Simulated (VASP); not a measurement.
# Ta4NiO11 (P1) in VASP: single point with PBE-based screened hybrid with 25 % exact exchange

Aim: the single point of Ta4NiO11 with PBE-based screened hybrid with 25 % exact exchange.

Program: VASP 6.6.1. These are calculated values, not measurements. Logs are shortened: lines on timing, memory, paths and dates and some standing lists are left out, and cuts for length are marked.

## Step 1: The cell of the first run

The typed cell holds 16 atoms: a = 5.293 Å, b = 5.336 Å, c = 7.911 Å, α = 90.30°, β = 93.72°, γ = 90.45°.

## Step 2: Single point, PBE-based screened hybrid with 25 % exact exchange, collinear spin, ferromagnetic start

The input, POSCAR:

```
Ta4NiO11
1.0
    5.2928500000     -0.0003200000     -0.0251800000
   -0.0419000000      5.3356900000      0.0234000000
   -0.4762000000     -0.0799900000      7.8960900000
Ta Ni O
4 1 11
Direct
    0.5226100000      0.4636400000      0.5184300000
    0.5553200000      0.5316300000      0.9808300000
    0.0233800000      0.9883200000      0.5096100000
    0.0491600000      0.0248400000      0.0168900000
    0.0653800000      0.5799800000      0.2689800000
    0.9671100000      0.9383400000      0.2389200000
    0.2100500000      0.2832400000      0.4299000000
    0.2728700000      0.7199500000      0.0614500000
    0.3388800000      0.2382000000      0.0368200000
    0.3066500000      0.7534100000      0.4587400000
    0.5010300000      0.4485800000      0.7499100000
    0.7056400000      0.1633200000      0.4873200000
    0.7330200000      0.8335800000      0.9406000000
    0.8528400000      0.3649700000      0.0789600000
    0.8188900000      0.6556100000      0.4758400000
    0.0771800000      0.0123900000      0.7468000000
```

The input, INCAR.step1:

```
SYSTEM = Ta4NiO11
ALGO = Normal ; EDIFF = 1E-5
ENCUT = 520 ; GGA = PE
GGA_COMPAT = .FALSE. ; ISIF = 2
ISMEAR = -1 ; ISPIN = 2
LASPH = .TRUE. ; LCHARG = .FALSE.
LMAXMIX = 4 ; LORBIT = 11
LREAL = .FALSE. ; LUSENCCL = .FALSE.
LWAVE = .TRUE. ; MAGMOM = 0 0 0 0 1 0 0 0 0 0 0 0 0 0 0 0
NBANDS = 78 ; NELM = 200
PREC = Accurate ; SIGMA = 0.05
```

The input, INCAR.step2:

```
SYSTEM = Ta4NiO11
AEXX = 0.25 ; ALGO = Normal
EDIFF = 1E-6 ; ENCUT = 520
GGA = PE ; GGA_COMPAT = .FALSE.
HFSCREEN = 0.3 ; ISIF = 2
ISMEAR = -1 ; ISPIN = 2
ISTART = 1 ; LASPH = .TRUE.
LCHARG = .FALSE. ; LHFCALC = .TRUE.
LMAXMIX = 4 ; LORBIT = 11
LREAL = .FALSE. ; LUSENCCL = .FALSE.
LWAVE = .FALSE. ; MAGMOM = 0 0 0 0 1 0 0 0 0 0 0 0 0 0 0 0
NBANDS = 78 ; NELM = 200
PREC = Accurate ; PRECFOCK = Fast
SIGMA = 0.05
```

The input, KPOINTS:

```
k-points
0
G
  2 2 2
  0 0 0
```

Potentials or basis: VASP PAW PBE potentials, release 64 (Ta_pv, Ni, O).

Run with:

```sh
cat potpaw_PBE.64/Ta_pv/POTCAR potpaw_PBE.64/Ni/POTCAR potpaw_PBE.64/O/POTCAR > POTCAR
cp INCAR.step1 INCAR
mpirun -np 1 vasp_std > vasp.out
cp INCAR.step2 INCAR
mpirun -np 1 vasp_std > vasp.out
```

OUTCAR:

```text
SYSTEM = Ta4NiO11
   AEXX = 0.25
   EDIFF = 1E-6
   ENCUT = 520
   GGA = PE
   HFSCREEN = 0.3
   ISIF = 2
   ISMEAR = -1
   ISPIN = 2
   ISTART = 1
   LASPH = .TRUE.
   LHFCALC = .TRUE.
   LORBIT = 11
   LREAL = .FALSE.
   NELM = 200
   PREC = Accurate
   PRECFOCK = Fast

 ion  position               nearest neighbor table
   1  0.523  0.464  0.518-  11 1.84  12 1.90  15 1.92  10 1.97   7 1.99   5 3.09
   2  0.555  0.532  0.981-  11 1.88  13 1.90  14 1.93   8 1.95   9 2.00
   3  0.023  0.988  0.510-  16 1.88  12 1.93   7 1.98  10 2.02  15 2.08   6 2.16   5 2.91
   4  0.049  0.025  0.017-   6 1.90   9 1.90  13 2.01   8 2.04  16 2.15  14 2.17   5 3.11
   5  0.065  0.580  0.269-   6 2.00  10 2.11  14 2.14   7 2.15   8 2.17  15 2.20   3 2.91   1 3.09
                             4 3.11
   6  0.967  0.938  0.239-   4 1.90   5 2.00   3 2.16
   7  0.210  0.283  0.430-   3 1.98   1 1.99   5 2.15
   8  0.273  0.720  0.061-   2 1.95   4 2.04   5 2.17
   9  0.339  0.238  0.037-   4 1.90   2 2.00
  10  0.307  0.753  0.459-   1 1.97   3 2.02   5 2.11
  11  0.501  0.449  0.750-   1 1.84   2 1.88
  12  0.706  0.163  0.487-   1 1.90   3 1.93
  13  0.733  0.834  0.941-   2 1.90   4 2.01
  14  0.853  0.365  0.079-   2 1.93   5 2.14   4 2.17
  15  0.819  0.656  0.476-   1 1.92   3 2.08   5 2.20
  16  0.077  0.012  0.747-   3 1.88   4 2.15

  LATTYP: Found a triclinic cell.
 ALAT       =     9.2280979160
 B/A-ratio  =     0.5735645582
 C/A-ratio  =     0.5782237977
 COS(alpha) =     0.0079336920
 COS(beta)  =     0.0090606262
 COS(gamma) =     0.5178917742

  Lattice vectors:

 A1 = (  -4.8166500000,   0.0803100000,  -7.8709100000)
 A2 = (  -5.2928500000,   0.0003200000,   0.0251800000)
 A3 = (  -0.0419000000,   5.3356900000,   0.0234000000)

Analysis of symmetry for initial positions (statically):
=====================================================================
 Subroutine PRICEL returns:
 Original cell was already a primitive cell.

 Routine SETGRP: Setting up the symmetry group for a
 triclinic supercell.

 Subroutine GETGRP returns: Found  1 space group operations
 (whereof  1 operations were pure point group operations)
 out of a pool of  2 trial point group operations.

The static configuration has the point symmetry C_1 .

Analysis of symmetry for dynamics (positions and initial velocities):
=====================================================================
 Subroutine PRICEL returns:
 Original cell was already a primitive cell.

 Routine SETGRP: Setting up the symmetry group for a
 triclinic supercell.

 Subroutine GETGRP returns: Found  1 space group operations
 (whereof  1 operations were pure point group operations)
 out of a pool of  2 trial point group operations.

The dynamic configuration has the point symmetry C_1 .

Analysis of structural, dynamic, and magnetic symmetry:
=====================================================================
 Subroutine PRICEL returns:
 Original cell was already a primitive cell.

 Routine SETGRP: Setting up the symmetry group for a
 triclinic supercell.

 Subroutine GETGRP returns: Found  1 space group operations
 (whereof  1 operations were pure point group operations)
 out of a pool of  2 trial point group operations.

The overall configuration has the point symmetry C_1 .

 Subroutine INISYM returns: Found  1 space group operations
 (whereof  1 operations are pure point group operations),
 and found     1 'primitive' translations

----------------------------------------------------------------------------------------

                                     Primitive cell

  volume of cell :     222.9393

  direct lattice vectors                    reciprocal lattice vectors
     5.292850000 -0.000320000 -0.025180000     0.188988506  0.001434037  0.011412108
    -0.041900000  5.335690000  0.023400000     0.000020368  0.187409014  0.001899744
    -0.476200000 -0.079990000  7.896090000     0.000602609 -0.000550812  0.126675722

  length of vectors
     5.292909905  5.335905822  7.910840798     0.189338185  0.187418643  0.126678353

  position of ions in fractional coordinates (direct lattice)
     0.522610000  0.463640000  0.518430000
     0.555320000  0.531630000  0.980830000
     0.023380000  0.988320000  0.509610000
     0.049160000  0.024840000  0.016890000
     0.065380000  0.579980000  0.268980000
     0.967110000  0.938340000  0.238920000
[... 8 lines left out ...]
     0.818890000  0.655610000  0.475840000
     0.077180000  0.012390000  0.746800000

  ion indices of the primitive-cell ions
[... 47 lines left out ...]
  0.500000  0.000000  0.000000      1.000000
  0.000000  0.500000  0.000000      1.000000
  0.500000  0.500000  0.000000      1.000000
  0.000000  0.000000  0.500000      1.000000
  0.500000  0.000000  0.500000      1.000000
  0.000000  0.500000  0.500000      1.000000
  0.500000  0.500000  0.500000      1.000000
   k-points           NKPTS =      8   k-points in BZ     NKDIM =      8   number of bands    NBANDS=     78
   number of dos      NEDOS =    301   number of ions     NIONS =     16
   total plane-waves  NPLWV =  96000
   dimension x,y,z NGX =    40 NGY =   40 NGZ =   60
   dimension x,y,z NGXF=    80 NGYF=   80 NGZF=  120
   ions per type =               4   1  11
   NGX,Y,Z   is equivalent  to a cutoff of  12.56, 12.46, 12.61 a.u.
   NGXF,Y,Z  is equivalent  to a cutoff of  25.13, 24.92, 25.22 a.u.
 SYSTEM =  Ta4NiO11
   PREC   = accura    normal or accurate (medium, high low for compatibility)
   ISTART =      1    job   : 0-new  1-cont  2-samecut
   ICHARG =      0    charge: 1-file 2-atom 10-const
   ISPIN  =      2    spin polarized calculation?
   LNONCOLLINEAR =      F non collinear calculations
   LSORBIT =      F    spin-orbit coupling
   LASPH  =      T    aspherical Exc in radial PAW
   ENCUT  =  520.0 eV  38.22 Ry    6.18 a.u.   9.84  9.92 14.71*2*pi/ulx,y,z
   NELM   =    200;   NELMIN=  2; NELMDL=  0     # of ELM steps
   EDIFF  = 0.1E-05   stopping-criterion for ELM
   LREAL  =      F    real-space projection
   EDIFFG = 0.1E-04   stopping-criterion for IOM
   NSW    =      0    number of steps for IOM
   IBRION =     -1    ionic relax: 0-MD 1-quasi-New 2-CG
   NFREE  =      0    steps in history (QN), initial steepest desc. (CG)
   ISIF   =      2    stress and relaxation
   ISYM   =      3    0-nonsym 1-usesym 2-fastsym
   POTIM  = 0.5000    time-step for ionic-motion
   TEBEG  =    0.0;   TEEND  =   0.0 temperature during run
   PSTRESS=    0.0 pullay stress
   NELECT =     120.0000    total number of electrons
   NUPDOWN=      -1.0000    fix difference up-down
   EMIN   =  10.00;   EMAX   =-10.00  energy-range for DOS
   EFERMI =   0.00;   METHOD = LEGACY
   ISMEAR =    -1;   SIGMA  =   0.05  broadening in eV -4-tet -1-fermi 0-gaus
   EFERMI_NEDOS =   21; number of points for ismear=-14 and -15
   IALGO  =     38    algorithm
   IMIX   =      1    mixing-type and parameters
     AMIX     =   0.40;   BMIX     =  1.00
     AMIX_MAG =   1.60;   BMIX_MAG =  1.00
  volume/ion in A,a.u.               =      13.93        94.03
  Fermi-wavevector in a.u.,A,eV,Ry     =   1.331700  2.516548 24.128909  1.773425
  Thomas-Fermi vector in A             =   2.460691
   LORBIT       =     11    0 simple, 1 ext, 2 COOP (PROOUT), +10 PAW based schemes
   GGA     = PE    functional components
   LHFCALC =     T    Hartree Fock is set to
   PRECFOCK=fast      Normal, Fast or Accurate (Low or Medium for compatibility)
   ENCUT4O =  -1.0   cutoff for four orbital integrals eV
   NKREDX  =     1    reduce k-point grid by
   NKREDY  =     1    reduce k-point grid by
   NKREDZ  =     1    reduce k-point grid by
   AEXX    =    0.2500 exact exchange contribution
   HFSCREEN=    0.3000 screening length (either q_TF or 0.3 A-1)
   HFSCREENC=   0.3000 screening length for correlation (either q_TF or 0.3 A-1)
   ENCUTFOCK=  -1.0 apply spherical cutoff to Coloumb kernel
   IVDW    =     0    specifies the selected vdW correction
   LEPSILON=     F    determine dielectric tensor
   LRPA    =     F    only Hartree local field effects (RPA)
 spin polarized calculation
  energy-cutoff  :      520.00
  volume of cell :      222.94
 maximum number of plane-waves:      6030
 NGX is ok and might be reduce to    40
  NGX = 24; NGY = 24; NGZ = 32

 number of electron     120.0000001 magnetization       2.0000003

 Free energy of the ion-electron system (eV)
  ---------------------------------------------------
  ext. energy  EPLUGINS =         0.00000000
  ---------------------------------------------------
  free energy    TOTEN  =      -174.98817439 eV

  energy without entropy =     -174.98817439  energy(sigma->0) =     -174.98817439

 E-fermi :   1.4051     XC(G=0):  -8.3156

 val. band max:        0.1491790556   @ k =   0.0000   0.0000   0.5000
 cond. band min:       4.2449841317   @ k =   0.0000   0.0000   0.5000
 fundamental gap:      4.0958050761
 Fermi energy:         1.4050722940

 spin component 1

 k-point     1 :       0.0000    0.0000    0.0000
  band No.  band energies     occupation
      1     -36.4156      1.00000
      2     -36.2140      1.00000
      3     -36.1189      1.00000
      4     -36.1052      1.00000
      5     -36.0750      1.00000
      6     -36.0370      1.00000
[... 589 lines left out ...]
     71       6.6927      0.00000
     72       6.7184      0.00000
 Fermi energy:         1.4050722940

 spin component 2

 k-point     1 :       0.0000    0.0000    0.0000
  band No.  band energies     occupation
      1     -36.4148      1.00000
      2     -36.2130      1.00000
      3     -36.1179      1.00000
      4     -36.1005      1.00000
      5     -36.0697      1.00000
      6     -36.0363      1.00000
[... 589 lines left out ...]
     71       6.7038      0.00000
     72       6.7643      0.00000
 [bands above 72 left out]

------------------------ aborting loop because EDIFF is reached ----------------------------------------

  FORCE on cell =-STRESS in cart. coord.  units (eV):
  Direction    XX          YY          ZZ          XY          YZ          ZX
  --------------------------------------------------------------------------------------
  -------------------------------------------------------------------------------------
  Total       -6.8739069     -7.1901459     -6.4404750     -0.1719484      0.2098420      0.3025365
  in kB      -49.4000798    -51.6727654    -46.2851737     -1.2357262      1.5080521      2.1742115
  external PRESSURE =     -49.1193396 kB  Pullay stress =       0.0000000 kB

 VOLUME and BASIS-vectors are now :
 -----------------------------------------------------------------------------
  energy-cutoff  :      520.00
  volume of cell :      222.94
      direct lattice vectors                 reciprocal lattice vectors
     5.292850000 -0.000320000 -0.025180000     0.188988506  0.001434037  0.011412108
    -0.041900000  5.335690000  0.023400000     0.000020368  0.187409014  0.001899744
    -0.476200000 -0.079990000  7.896090000     0.000602609 -0.000550812  0.126675722

 POSITION                                       TOTAL-FORCE (eV/Angst)
 -----------------------------------------------------------------------------------
      2.49979      2.43220      4.09126         0.114494      0.100774      0.276414
      2.44988      2.75798      7.74318        -0.018242      0.074890     -0.248219
     -0.16034      5.23260      4.04646         0.001529      0.119804     -0.028560
      0.25111      0.13117      0.13271         0.130808     -0.185593      0.356311
      0.19366      3.07306      2.13582        -0.039908     -0.089686      0.005440
      4.96568      4.98727      1.88414         0.183050      0.068161     -0.247910
[... 8 lines left out ...]
      4.08020      3.45981      3.75200        -0.187325     -0.075115      0.028755
      0.05236      0.00635      5.89515        -0.087983     -0.019585     -0.271451
 -----------------------------------------------------------------------------------
    total drift:                                0.000432      0.002962      0.005837

  FREE ENERGIE OF THE ION-ELECTRON SYSTEM (eV)
  ---------------------------------------------------
  free  energy   TOTEN  =      -174.9881743882 eV

  energy  without entropy=     -174.9881743882  energy(sigma->0) =     -174.98817439

 total charge

# of ion       s       p       d       tot
------------------------------------------
    1        0.370   6.364   2.123   8.858
    2        0.364   6.352   2.103   8.819
    3        0.347   6.346   1.978   8.671
    4        0.338   6.330   1.939   8.607
    5        0.296   0.371   8.095   8.762
    6        1.574   3.556   0.000   5.129
[... 8 lines left out ...]
   15        1.568   3.543   0.000   5.111
   16        1.572   3.496   0.000   5.067
--------------------------------------------------
tot         19.004  64.727  16.238  99.969

 magnetization (x)

# of ion       s       p       d       tot
------------------------------------------
    1       -0.000   0.001   0.001   0.002
    2        0.000   0.001   0.002   0.003
    3       -0.000  -0.000  -0.001  -0.002
    4       -0.000   0.000   0.002   0.002
    5        0.002   0.000   1.712   1.714
    6        0.004   0.054   0.000   0.058
[... 8 lines left out ...]
   15        0.003   0.030   0.000   0.033
   16        0.000   0.001   0.000   0.001
--------------------------------------------------
tot          0.023   0.220   1.716   1.959
```

It took 42 min on 1 × NVIDIA H100 80GB with 1 thread of AMD EPYC 7R13 (Zen 3), shared host; peak memory 1.5 GiB.

Results:

```
Free energy                                           : -174.9882 eV
Pressure                                              : -4.9 GPa
Largest force                                         : 0.423 eV/Å
Band gap on the k mesh                                : 4.10 eV
Net moment                                            : 2.00 μB per cell
Site moments                                          : Ta +0.00, -0.00 (each value once); Ni +1.71; O +0.06, +0.03, +0.04, +0.00, +0.05 (each value once) μB
Valence electrons inside the program's atomic spheres : Ta 8.86, 8.82, 8.67, 8.61; Ni 8.76; O 5.13, 5.12, 5.11, 5.17, 5.08, 5.07 (each value once)
```

Forces on the atoms (eV/Å):
```
Ta   0.114  0.101  0.276
Ta  -0.018  0.075 -0.248
Ta   0.002  0.120 -0.029
Ta   0.131 -0.186  0.356
Ni  -0.040 -0.090  0.005
O    0.183  0.068 -0.248
O    0.131 -0.022  0.136
O    0.123 -0.032 -0.132
O   -0.246  0.085 -0.094
O   -0.109 -0.242  0.118
O    0.114  0.133 -0.038
O    0.098  0.189  0.125
O    0.055 -0.257  0.168
O   -0.261  0.152 -0.154
O   -0.187 -0.075  0.029
O   -0.088 -0.020 -0.271
```

Caveat: the k points lie up to 0.59 Å⁻¹ apart; the PAW data sets were made with another functional, which shifts forces and pressure a little; spin-orbit coupling is left out, which moves the levels of the heavy elements; a cell with one magnetic atom can't hold antiferromagnetic order, which such compounds often take. A k mesh can miss the band edges.
